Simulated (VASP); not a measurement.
## Al8As8H (a cell with a defect): single point with PBEsol

The system is Al8As8H (a cell with a defect).

```
CELL_PARAMETERS angstrom
0.00000 5.67580 -5.67580
5.67580 5.67580 0.00000
5.67580 0.00000 -5.67580
ATOMIC_POSITIONS crystal
Al 0.50475 0.00160 0.49377
Al 0.50516 0.51767 0.48764
Al 0.98052 0.05033 0.48340
Al 0.99596 0.48127 0.50037
Al 0.50522 0.00110 0.99764
Al 0.49828 0.49890 0.00037
Al 0.99345 0.98744 0.00821
Al 0.99653 0.47999 0.02044
As 0.13148 0.10719 0.12463
As 0.12496 0.61456 0.12891
As 0.62382 0.12709 0.12340
As 0.62552 0.62873 0.11711
As 0.13098 0.10845 0.63396
As 0.13236 0.57167 0.64696
As 0.61020 0.14206 0.62275
As 0.62504 0.62934 0.62654
H 0.96753 0.79018 0.62259
```

```
Program             : VASP 6.6.1
Task                : single point
Functional          : PBEsol
Potentials or basis : VASP PAW PBE potentials, release 64 (Al, As, H)
Cutoff              : 520 eV
k mesh              : 2 × 2 × 2
Occupations         : gaussian, width 0.02 eV
Spin                : no spin polarisation
```

The largest force is 0.069 eV/Å.

Forces in eV/Å, atoms in the order of the input:
```
Al   0.003 -0.001  0.000
Al   0.006 -0.003  0.006
Al  -0.007 -0.025 -0.009
Al   0.001  0.001  0.002
Al  -0.002 -0.002  0.002
Al   0.000  0.000  0.000
Al  -0.005 -0.001 -0.002
Al   0.003 -0.001  0.000
As  -0.019  0.001  0.003
As  -0.005  0.008  0.001
As   0.004  0.003  0.006
As   0.001  0.000 -0.003
As   0.008  0.001 -0.015
As  -0.036 -0.005 -0.037
As   0.001  0.001  0.005
As   0.003  0.000 -0.005
H    0.046  0.023  0.046
```

Levels at points of the mesh, in eV from the Fermi level:
| k point | band 29 | band 30 | band 31 | band 32 | band 33 | band 34 | band 35 | band 36 |
| --- | --- | --- | --- | --- | --- | --- | --- | --- |
| (0.00, 0.00, 0.00) | -0.80 | -0.21 | -0.15 | -0.13 | 0.74 | 1.06 | 1.44 | 1.47 |
| (0.50, 0.00, 0.00) | -0.74 | -0.72 | -0.55 | -0.51 | 1.74 | 2.19 | 2.35 | 2.41 |
| (0.00, 0.50, 0.00) | -0.64 | -0.62 | -0.61 | -0.55 | 1.76 | 2.19 | 2.34 | 2.38 |
| (0.00, 0.00, 0.50) | -0.83 | -0.68 | -0.56 | -0.52 | 1.40 | 2.00 | 2.37 | 2.43 |
| (0.50, 0.50, 0.50) | -0.83 | -0.68 | -0.56 | -0.52 | 1.42 | 2.00 | 2.37 | 2.43 |
| (0.50, 0.50, 0.00) | -1.09 | -1.09 | -1.01 | -0.86 | 1.61 | 2.44 | 2.77 | 3.07 |
| (0.00, 0.50, 0.50) | -1.10 | -1.07 | -1.02 | -0.81 | 2.18 | 2.46 | 2.95 | 3.11 |
| (0.50, 0.00, 0.50) | -1.10 | -1.07 | -1.02 | -0.81 | 2.17 | 2.46 | 2.95 | 3.11 |

Run time: 6.6 min on 1 thread of Intel Xeon 8259CL (shared host), peak memory 0.51 GiB.

Caveat: the k points lie up to 0.48 Å⁻¹ apart; the cell carries a net charge on a neutralising background, which shifts energy and pressure; the cell is charged against a uniform background, so pressure and absolute levels hang on convention; the PAW data sets were made with another functional, which shifts forces and pressure a little.
